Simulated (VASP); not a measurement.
Write the native input for VASP 6.6.1 that does the following.

```
Task                   : relaxation of cell and atoms
Functional             : PBE
Potentials or basis    : VASP PAW PBE potentials, release 64 (Si, Ag)
Cutoff                 : 600 eV
k mesh                 : 12 × 12 × 12
Occupations            : gaussian, width 0.1 eV
Spin                   : no spin polarisation
Dipole correction      : no
Further INCAR settings : ALGO = Normal; EDIFF = 1e-06; IBRION = 2; EDIFFG = -0.01; NSW = 100; ISIF = 3
```

The structure of Si3Ag lies in POSCAR:

```
Si3Ag
1.0
    0.0000000000      3.1952168186      3.1952168186
    3.1952168186      0.0000000000      3.1952168186
    3.1952168186      3.1952168186      0.0000000000
Si Ag
3 1
Direct
    0.5000000000      0.5000000000      0.5000000000
    0.2500000000      0.2500000000      0.2500000000
    0.7500000000      0.7500000000      0.7500000000
    0.0000000000      0.0000000000      0.0000000000
```

The cell was built from a structure type or drawn by symmetry, and may not be a known phase.

One way to write it, as run:

INCAR

```
PREC = Accurate
ENCUT = 600
EDIFF = 1E-6
ISMEAR = 0
SIGMA = 0.1
LREAL = False
LASPH = True
NELM = 60
ALGO = Normal
ISIF = 3
LWAVE = False
LCHARG = False
GGA = PE
IBRION = 2
NSW = 100
EDIFFG = -0.01
```

KPOINTS

```
Automatic mesh
0
Gamma
  12 12 12
```

Potentials or basis: VASP PAW PBE potentials, release 64 (Si, Ag).

Command:

```bash
$ cat potpaw_PBE.64/Si/POTCAR potpaw_PBE.64/Ag/POTCAR > POTCAR
$ mpirun -np 1 vasp_std > vasp.out
```

Results of the run:

| Property | Result |
| --- | --- |
| Relaxed volume | 16.28 Å³/atom |
| Relaxed cell | a = 4.516 Å, b = 4.516 Å, c = 4.516 Å, α = 60.00°, β = 60.00°, γ = 60.00° |
| Space group after relaxing (to 0.1 Å) | Fm-3m (No. 225) |
| Energy gained by relaxing | 0.0 meV/atom |
| Ionic steps | 2 |
| Pressure after relaxing | -0.1 GPa |
| Band gap on the k mesh | zero (an odd number of electrons rules out a gap without spin polarisation) |

It took 2.2 min on 1 thread of Intel(R) Xeon(R) Platinum 8488C (Sapphire Rapids), on a shared host, peak memory 0.26 GiB.
